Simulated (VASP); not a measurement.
# Zn (P6_3/mmc) in VASP: further runs

Zn is run at these levels: LDA; tasks: single point, relaxation of cell and atoms.

Everything below comes from runs of VASP 6.6.1. Logs are shortened: lines on timing, memory, paths and dates and some standing lists are left out, and cuts for length are marked.

### 1 The cell of the first run

It takes space group P6_3/mmc (No. 194, hexagonal). The conventional cell has a = 2.549 Å, b = 2.549 Å, c = 4.863 Å, α = 90.00°, β = 90.00°, γ = 120.00°. Zn (site symmetry -6m2) has 12 Zn at 2.55 to 2.84 Å within 3.4 Å.

### 2 Single point, LDA

INCAR

```
SYSTEM = Zn
PREC = Accurate
ENCUT = 520
EDIFF = 1E-7
ISMEAR = 0
SIGMA = 0.1
LREAL = .False.
LASPH = .True.
NELM = 100
ALGO = Normal
ISIF = 2
LWAVE = .False.
LCHARG = .True.
GGA = CA
LELF = .True.
LVHAR = .True.
NBANDS = 19
```

KPOINTS

```
regular mesh
0
Gamma
  15 15 8
  0 0 0
```

POSCAR

```
Zn
1.0
    2.5487196436      0.0000000000      0.0000000000
   -1.2743598218      2.2072559584      0.0000000000
    0.0000000000      0.0000000000      4.8625857264
Zn
2
Direct
    0.3333333333      0.6666666667      0.2500000000
    0.6666666667      0.3333333333      0.7500000000
```

Potentials or basis: VASP PAW LDA potentials, release 64 (Zn).

Run with:

```
$ cat potpaw_LDA.64/Zn/POTCAR > POTCAR
$ mpirun -np 1 vasp_std > vasp.out
```

OUTCAR:

```text
SYSTEM = Zn
   PREC = Accurate
   ENCUT = 520
   EDIFF = 1E-7
   ISMEAR = 0
   LREAL = .False.
   LASPH = .True.
   NELM = 100
   ISIF = 2
   GGA = CA

 ion  position               nearest neighbor table
   1  0.333  0.667  0.250-   2 2.84   2 2.84   2 2.84   2 2.84   2 2.84   2 2.84
   2  0.667  0.333  0.750-   1 2.84   1 2.84   1 2.84   1 2.84   1 2.84   1 2.84

  LATTYP: Found a hexagonal cell.
 ALAT       =     2.5487196436
 C/A-ratio  =     1.9078542980

  Lattice vectors:

 A1 = (   2.5487196436,   0.0000000000,   0.0000000000)
 A2 = (  -1.2743598218,   2.2072559584,   0.0000000000)
 A3 = (   0.0000000000,   0.0000000000,   4.8625857264)

Analysis of symmetry for initial positions (statically):
=====================================================================
 Subroutine PRICEL returns:
 Original cell was already a primitive cell.

 Routine SETGRP: Setting up the symmetry group for a
 hexagonal supercell.

 Subroutine GETGRP returns: Found 24 space group operations
 (whereof 12 operations were pure point group operations)
 out of a pool of 24 trial point group operations.

The static configuration has the point symmetry D_3d.
 The point group associated with its full space group is D_6h.

Analysis of symmetry for dynamics (positions and initial velocities):
=====================================================================
 Subroutine PRICEL returns:
 Original cell was already a primitive cell.

 Routine SETGRP: Setting up the symmetry group for a
 hexagonal supercell.

 Subroutine GETGRP returns: Found 24 space group operations
 (whereof 12 operations were pure point group operations)
 out of a pool of 24 trial point group operations.

The dynamic configuration has the point symmetry D_3d.
 The point group associated with its full space group is D_6h.

 Subroutine INISYM returns: Found 24 space group operations
 (whereof 12 operations are pure point group operations),
 and found     1 'primitive' translations

----------------------------------------------------------------------------------------

                                     Primitive cell

  volume of cell :      27.3553

  direct lattice vectors                    reciprocal lattice vectors
     2.548719644  0.000000000  0.000000000     0.392353864  0.226525609  0.000000000
    -1.274359822  2.207255958  0.000000000     0.000000000  0.453051218  0.000000000
     0.000000000  0.000000000  4.862585726     0.000000000  0.000000000  0.205651901

  length of vectors
     2.548719644  2.548719644  4.862585726     0.453051218  0.453051218  0.205651901

  position of ions in fractional coordinates (direct lattice)
     0.333333333  0.666666667  0.250000000
     0.666666667  0.333333333  0.750000000

  ion indices of the primitive-cell ions
   primitive index   ion index
                 1           1
                 2           2

----------------------------------------------------------------------------------------

 KPOINTS: regular mesh

Automatic generation of k-mesh.
 Grid dimensions read from file:
 generate k-points for:   15   15    8

 Generating k-lattice:

  Cartesian coordinates                     Fractional coordinates (reciprocal lattice)
     0.026156924  0.015101707  0.000000000     0.066666667 -0.000000000  0.000000000
     0.000000000  0.030203415  0.000000000     0.000000000  0.066666667  0.000000000
     0.000000000  0.000000000  0.025706488     0.000000000  0.000000000  0.125000000

  Length of vectors
     0.030203415  0.030203415  0.025706488

  Shift w.r.t. Gamma in fractional coordinates (k-lattice)
     0.000000000  0.000000000  0.000000000

 Subroutine IBZKPT returns following result:
 ===========================================

 Found    135 irreducible k-points:

 Following reciprocal coordinates:
            Coordinates               Weight
  0.000000  0.000000  0.000000      1.000000
  0.066667  0.000000  0.000000      6.000000
  0.133333  0.000000  0.000000      6.000000
  0.200000  0.000000  0.000000      6.000000
  0.266667  0.000000  0.000000      6.000000
  0.333333  0.000000  0.000000      6.000000
[... 16 lines left out ...]
  0.333333  0.200000  0.000000     12.000000
  0.400000  0.200000  0.000000      6.000000
 [... further k-points ...]
   k-points           NKPTS =    135   k-points in BZ     NKDIM =    135   number of bands    NBANDS=     19
   number of dos      NEDOS =    301   number of ions     NIONS =      2
   total plane-waves  NPLWV =  14400
   dimension x,y,z NGX =    20 NGY =   20 NGZ =   36
   dimension x,y,z NGXF=    40 NGYF=   40 NGZF=   72
   ions per type =               2
   NGX,Y,Z   is equivalent  to a cutoff of  13.05, 13.05, 12.31 a.u.
   NGXF,Y,Z  is equivalent  to a cutoff of  26.09, 26.09, 24.62 a.u.
 SYSTEM =  Zn
   PREC   = accura    normal or accurate (medium, high low for compatibility)
   ISTART =      0    job   : 0-new  1-cont  2-samecut
   ICHARG =      2    charge: 1-file 2-atom 10-const
   ISPIN  =      1    spin polarized calculation?
   LNONCOLLINEAR =      F non collinear calculations
   LSORBIT =      F    spin-orbit coupling
   LASPH  =      T    aspherical Exc in radial PAW
   ENCUT  =  520.0 eV  38.22 Ry    6.18 a.u.   4.74  4.74  9.04*2*pi/ulx,y,z
   NELM   =    100;   NELMIN=  2; NELMDL= -5     # of ELM steps
   EDIFF  = 0.1E-06   stopping-criterion for ELM
   LREAL  =      F    real-space projection
   EDIFFG = 0.1E-05   stopping-criterion for IOM
   NSW    =      0    number of steps for IOM
   IBRION =     -1    ionic relax: 0-MD 1-quasi-New 2-CG
   NFREE  =      0    steps in history (QN), initial steepest desc. (CG)
   ISIF   =      2    stress and relaxation
   ISYM   =      2    0-nonsym 1-usesym 2-fastsym
   POTIM  = 0.5000    time-step for ionic-motion
   TEBEG  =    0.0;   TEEND  =   0.0 temperature during run
   PSTRESS=    0.0 pullay stress
   NELECT =      24.0000    total number of electrons
   NUPDOWN=      -1.0000    fix difference up-down
   EMIN   =  10.00;   EMAX   =-10.00  energy-range for DOS
   EFERMI =   0.00;   METHOD = LEGACY
   ISMEAR =     0;   SIGMA  =   0.10  broadening in eV -4-tet -1-fermi 0-gaus
   EFERMI_NEDOS =   21; number of points for ismear=-14 and -15
   IALGO  =     38    algorithm
   IMIX   =      4    mixing-type and parameters
     AMIX     =   0.40;   BMIX     =  1.00
     AMIX_MAG =   1.60;   BMIX_MAG =  1.00
  volume/ion in A,a.u.               =      13.68        92.30
  Fermi-wavevector in a.u.,A,eV,Ry     =   1.567225  2.961625 33.418533  2.456193
  Thomas-Fermi vector in A             =   2.669436
   LORBIT       =      0    0 simple, 1 ext, 2 COOP (PROOUT), +10 PAW based schemes
   GGA     = CA    functional components
   LHFCALC =     F    Hartree Fock is set to
   AEXX    =    0.0000 exact exchange contribution
   IVDW    =     0    specifies the selected vdW correction
   LEPSILON=     F    determine dielectric tensor
   LRPA    =     F    only Hartree local field effects (RPA)
 non-spin polarized calculation
 Gauss-broadening in eV      SIGMA  =   0.10
  energy-cutoff  :      520.00
  volume of cell :       27.36
 maximum number of plane-waves:       752
 NGX is ok and might be reduce to    20
   NGX =  9   NGY =  9   NGZ = 19

 number of electron      23.9999995 magnetization

 Free energy of the ion-electron system (eV)
  ---------------------------------------------------
  ext. energy  EPLUGINS =         0.00000000
  ---------------------------------------------------
  free energy    TOTEN  =        -3.76008631 eV

  energy without entropy =       -3.75961204  energy(sigma->0) =       -3.75984917

 E-fermi :   3.6232     XC(G=0): -12.4541

 val. band max:        3.5380486566   @ k =   0.2667   0.2667   0.2500
 cond. band min:       3.6242147303   @ k =   0.0000   0.0000   0.2500
 fundamental gap:      0.0861660737
 Fermi energy:         3.6232173509

 k-point     1 :       0.0000    0.0000    0.0000
  band No.  band energies     occupation
      1      -7.6058      2.00000
      2      -5.5886      2.00000
      3      -4.7130      2.00000
      4      -4.3939      2.00000
      5      -4.3939      2.00000
      6      -4.3398      2.00000
[... 11 lines left out ...]
     18      24.3120      0.00000
     19      24.6881      0.00000

 k-point     2 :       0.0667    0.0000    0.0000
  band No.  band energies     occupation
      1      -7.4607      2.00000
      2      -5.5158      2.00000
      3      -4.6936      2.00000
      4      -4.4127      2.00000
      5      -4.3589      2.00000
      6      -4.3550      2.00000
[... 11 lines left out ...]
     18      23.2355      0.00000
     19      25.8732      0.00000

 k-point     3 :       0.1333    0.0000    0.0000
  band No.  band energies     occupation
      1      -7.0343      2.00000
      2      -5.3248      2.00000
      3      -4.6512      2.00000
      4      -4.4554      2.00000
      5      -4.3879      2.00000
      6      -4.2435      2.00000
[... 11 lines left out ...]
     18      22.0412      0.00000
     19      23.6861      0.00000

 k-point     4 :       0.2000    0.0000    0.0000
  band No.  band energies     occupation
      1      -6.3684      2.00000
      2      -5.1197      2.00000
      3      -4.6111      2.00000
      4      -4.5014      2.00000
      5      -4.3703      2.00000
      6      -4.3090      2.00000
[... 407 lines left out ...]
     18      15.0168      0.00000
     19      16.3440      0.00000

 k-point    23 :       0.3333    0.2000    0.0000
  band No.  band energies     occupation
      1      -4.9412      2.00000
      2      -4.8715      2.00000
      3      -4.8214      2.00000
      4      -4.4183      2.00000
      5      -4.2747      2.00000
      6      -4.2443      2.00000
[... 11 lines left out ...]
     18      14.5711      0.00000
     19      15.9073      0.00000

 k-point    24 :       0.4000    0.2000    0.0000
  band No.  band energies     occupation
      1      -4.9655      2.00000
      2      -4.8833      2.00000
      3      -4.8367      2.00000
      4      -4.4047      2.00000
      5      -4.3237      2.00000
      6      -4.1922      2.00000
[... 11 lines left out ...]
     18      14.4207      0.00000
     19      15.7706      0.00000

 [... further k-points ...]

------------------------ aborting loop because EDIFF is reached ----------------------------------------

  FORCE on cell =-STRESS in cart. coord.  units (eV):
  Direction    XX          YY          ZZ          XY          YZ          ZX
  --------------------------------------------------------------------------------------
  -------------------------------------------------------------------------------------
  Total        0.1608847      0.1608847      0.0766501      0.0000000      0.0000000      0.0000000
  in kB        9.4228742      9.4228742      4.4893296      0.0000000      0.0000000      0.0000000
  external PRESSURE =       7.7783593 kB  Pullay stress =       0.0000000 kB

 VOLUME and BASIS-vectors are now :
 -----------------------------------------------------------------------------
  energy-cutoff  :      520.00
  volume of cell :       27.36
      direct lattice vectors                 reciprocal lattice vectors
     2.548719644  0.000000000  0.000000000     0.392353864  0.226525609  0.000000000
    -1.274359822  2.207255958  0.000000000     0.000000000  0.453051218  0.000000000
     0.000000000  0.000000000  4.862585726     0.000000000  0.000000000  0.205651901

 POSITION                                       TOTAL-FORCE (eV/Angst)
 -----------------------------------------------------------------------------------
     -0.00000      1.47150      1.21565         0.000000     -0.000000     -0.000000
      1.27436      0.73575      3.64694        -0.000000      0.000000      0.000000
 -----------------------------------------------------------------------------------
    total drift:                                0.000000     -0.000000      0.000000

  FREE ENERGIE OF THE ION-ELECTRON SYSTEM (eV)
  ---------------------------------------------------
  free  energy   TOTEN  =        -3.7600863120 eV

  energy  without entropy=       -3.7596120374  energy(sigma->0) =       -3.75984917
```

Run time: 20 s. Hardware: 1 thread of Intel Xeon 6975P-C (Granite Rapids), shared host; peak memory 0.17 GiB.

Results:

```
Free energy            : -3.7601 eV
Pressure               : 0.8 GPa
Band gap on the k mesh : zero (band 12 reaches 5.40 eV, above the bottom of band 13 at 0.36 eV)
```

Levels at points of the mesh, in eV from the Fermi level:
```
           k point  band 9  band 10  band 11  band 12  band 13  band 14  band 15  band 16
(0.00, 0.00, 0.00)   -7.51    -7.29    -7.29    -4.23    -3.27    13.61    17.72    19.41
(0.00, 0.00, 0.50)   -7.38    -7.38    -7.38    -7.38     4.44     4.44    20.76    20.76
```

### 3 Single point, LDA

INCAR

```
SYSTEM = Zn
ALGO     = Fast           ! electronic algorithm
EDIFF    = 1E-6           ! SCF threshold, eV
ENCUT    = 520            ! plane-wave cutoff, eV
ISIF     = 2              ! what is computed and relaxed
ISMEAR   = -1             ! smearing method
LASPH    = .TRUE.         ! aspherical terms in the spheres
LCHARG   = .TRUE.         ! write CHGCAR
LELF     = .TRUE.         ! ELF
LREAL    = .FALSE.        ! projectors in reciprocal space
LVHAR    = .TRUE.       
LWAVE    = .FALSE.        ! write WAVECAR
NBANDS   = 19             ! bands
NELM     = 60             ! most SCF steps
PREC     = Accurate       ! precision mode
SIGMA    = 0.15           ! smearing width, eV
```

KPOINTS

```
k-points
0
G
  15 15 8
  0 0 0
```

POSCAR

```
Zn
1.0
    2.5491703528      0.0000000000      0.0000000000
   -1.2745851764      2.2076462841      0.0000000000
    0.0000000000      0.0000000000      4.8662009079
Zn
2
Direct
    0.3333333333      0.6666666667      0.2500000000
    0.6666666667      0.3333333333      0.7500000000
```

Potentials or basis: VASP PAW LDA potentials, release 64 (Zn).

Run with:

```
$ cat potpaw_LDA.64/Zn/POTCAR > POTCAR
$ mpirun -np 1 vasp_std > vasp.out
```

OUTCAR:

```text
SYSTEM = Zn
   EDIFF = 1E-6
   ENCUT = 520
   ISIF = 2
   ISMEAR = -1
   LASPH = .TRUE.
   LREAL = .FALSE.
   NELM = 60
   PREC = Accurate

 ion  position               nearest neighbor table
   1  0.333  0.667  0.250-   2 2.84   2 2.84   2 2.84   2 2.84   2 2.84   2 2.84
   2  0.667  0.333  0.750-   1 2.84   1 2.84   1 2.84   1 2.84   1 2.84   1 2.84

  LATTYP: Found a hexagonal cell.
 ALAT       =     2.5491703528
 C/A-ratio  =     1.9089351571

  Lattice vectors:

[... 719 lines left out ...]

  FORCE on cell =-STRESS in cart. coord.  units (eV):
  Direction    XX          YY          ZZ          XY          YZ          ZX
  --------------------------------------------------------------------------------------
  -------------------------------------------------------------------------------------
  Total        0.2094598      0.2094598      0.1216790      0.0000000      0.0000000      0.0000000
  in kB       12.2544217     12.2544217      7.1188198      0.0000000      0.0000000      0.0000000
  external PRESSURE =      10.5425544 kB  Pullay stress =       0.0000000 kB

 VOLUME and BASIS-vectors are now :
 -----------------------------------------------------------------------------
  energy-cutoff  :      520.00
  volume of cell :       27.39
      direct lattice vectors                 reciprocal lattice vectors
     2.549170353  0.000000000  0.000000000     0.392284493  0.226485558  0.000000000
    -1.274585176  2.207646284  0.000000000     0.000000000  0.452971116  0.000000000
     0.000000000  0.000000000  4.866200908     0.000000000  0.000000000  0.205499119

 POSITION                                       TOTAL-FORCE (eV/Angst)
 -----------------------------------------------------------------------------------
     -0.00000      1.47176      1.21655        -0.000000      0.000000      0.000000
      1.27459      0.73588      3.64965         0.000000      0.000000      0.000000
 -----------------------------------------------------------------------------------
    total drift:                               -0.000000      0.000000      0.000000

  FREE ENERGIE OF THE ION-ELECTRON SYSTEM (eV)
  ---------------------------------------------------
  free  energy   TOTEN  =        -3.7687376851 eV

  energy  without entropy=       -3.7448151500  energy(sigma->0) =       -3.75677642
```

OSZICAR:

```text
N       E                     dE             d eps       ncg     rms          rms(c)
DAV:   1     0.112416296262E+03    0.11242E+03   -0.12299E+04  5362   0.207E+03
DAV:   2     0.130913703938E+01   -0.11111E+03   -0.10737E+03  5177   0.301E+02
DAV:   3    -0.406251095648E+01   -0.53716E+01   -0.53484E+01  5771   0.727E+01
DAV:   4    -0.409406536455E+01   -0.31554E-01   -0.31547E-01  5594   0.565E+00
DAV:   5    -0.409410507347E+01   -0.39709E-04   -0.39709E-04  5632   0.183E-01    0.514E+00
RMM:   6    -0.380128300825E+01    0.29282E+00   -0.96089E-01  5967   0.118E+01    0.368E+00
RMM:   7    -0.378015718477E+01    0.21126E-01   -0.37668E-02  6152   0.274E+00    0.179E+00
RMM:   8    -0.376885732705E+01    0.11300E-01   -0.80524E-03  5886   0.656E-01    0.132E-01
RMM:   9    -0.376877066075E+01    0.86666E-04   -0.19201E-03  6311   0.627E-01    0.930E-02
RMM:  10    -0.376873649049E+01    0.34170E-04   -0.16870E-04  6220   0.124E-01    0.115E-02
RMM:  11    -0.376873783921E+01   -0.13487E-05   -0.15875E-05  6111   0.369E-02    0.537E-03
RMM:  12    -0.376873768509E+01    0.15412E-06   -0.37087E-06  4924   0.241E-02
   1 F= -.37687377E+01 E0= -.37567764E+01  d E =-.239225E-01
```

It took 23 s on 1 thread of Intel Xeon 6975P-C (Granite Rapids), shared host; peak memory 0.16 GiB.

Results:

```
Free energy            : -3.7687 eV
Pressure               : 1.1 GPa
Band gap on the k mesh : zero (band 12 reaches 5.39 eV, above the bottom of band 13 at 0.34 eV)
```

Stress tensor (GPa, compression positive):
```
1.23 0.00 0.00
0.00 1.23 0.00
0.00 0.00 0.71
```

### 4 Relaxation of cell and atoms, LDA

INCAR

```
SYSTEM = Zn
ALGO = Normal
EDIFF = 1E-7
EDIFFG = -0.001
ENCUT = 600
IBRION = 2
ISIF = 3
ISMEAR = -1
LASPH = .TRUE.
LCHARG = .FALSE.
LREAL = .FALSE.
LWAVE = .FALSE.
NELM = 60
NSW = 80
PREC = Accurate
SIGMA = 0.15
```

KPOINTS is that of step 3.

POSCAR

```
Zn
1.0
    2.5487196436      0.0000000000      0.0000000000
   -1.2743598218      2.2072559584      0.0000000000
    0.0000000000      0.0000000000      4.8625857264
Zn
2
Direct
    0.3333333333      0.6666666667      0.2500000000
    0.6666666667      0.3333333333      0.7500000000
```

Run with:

```
$ cat potpaw_LDA.64/Zn/POTCAR > POTCAR
$ mpirun -np 1 vasp_std > vasp.out
```

Run time: 51 s. Hardware: 1 thread of Intel Xeon 6975P-C (Granite Rapids), shared host; peak memory 0.18 GiB.

The run converged. Its results:

- Free energy: -3.7688 eV
- Relaxed volume: 13.78 Å³/atom
- Relaxed cell: a = 2.556 Å, b = 2.556 Å, c = 4.870 Å, α = 90.00°, β = 90.00°, γ = 120.00°
- Space group after relaxing (to 0.05 Å): P6_3/mmc (No. 194)
- Energy gained by relaxing: 0.3 meV/atom
- Ionic steps: 4
- Pressure after relaxing: 0.0 GPa
- Band gap on the k mesh: zero (band 12 reaches 5.34 eV, above the bottom of band 13 at 0.31 eV)

The path:
```tsv
step	energy change (eV)	largest force (eV/Å)	pressure (GPa)	volume (Å³)
1	0.0000	0.0000	0.82	27.36
2	-0.0004	0.0000	-0.30	27.63
3	-0.0005	0.0000	0.01	27.55
4	-0.0005	0.0000	-0.01	27.56
```

Final structure:
```
Zn
1.0
     2.55615    0.00000    0.00000
    -1.27807    2.21369    0.00000
     0.00000    0.00000    4.86983
Zn
2
Direct
  0.33333 0.66667 0.25000
  0.66667 0.33333 0.75000
```

Levels at points of the mesh, in eV from the Fermi level:
```
           k point  band 9  band 10  band 11  band 12  band 13  band 14  band 15  band 16
(0.00, 0.00, 0.00)   -7.56    -7.34    -7.34    -4.25    -3.32    13.53    17.61    19.20
(0.00, 0.00, 0.50)   -7.44    -7.44    -7.44    -7.44     4.37     4.37    20.55    20.55
```

### 5 Summary

```tsv
task	cell	cutoff (eV)	smearing	gap on the mesh (eV)	pressure (GPa)
single point	a = 2.549, b = 2.549, c = 4.863 Å, angles 90.0, 90.0, 120.0°, 2 atoms	520	gaussian 0.1 eV	none	0.8
single point	a = 2.549, b = 2.549, c = 4.866 Å, angles 90.0, 90.0, 120.0°, 2 atoms	520	fermi-dirac 0.15 eV	none	1.1
relaxation of cell and atoms	relaxed from a = 2.549, b = 2.549, c = 4.863 Å, angles 90.0, 90.0, 120.0°, 2 atoms	600	fermi-dirac 0.15 eV	none	0.0
```

Alike in all rows: level LDA; potentials or basis VASP PAW LDA potentials, release 64 (Zn); no spin polarisation; k mesh 15 × 15 × 8.

Absolute energies hang on the potentials; compare differences alone.
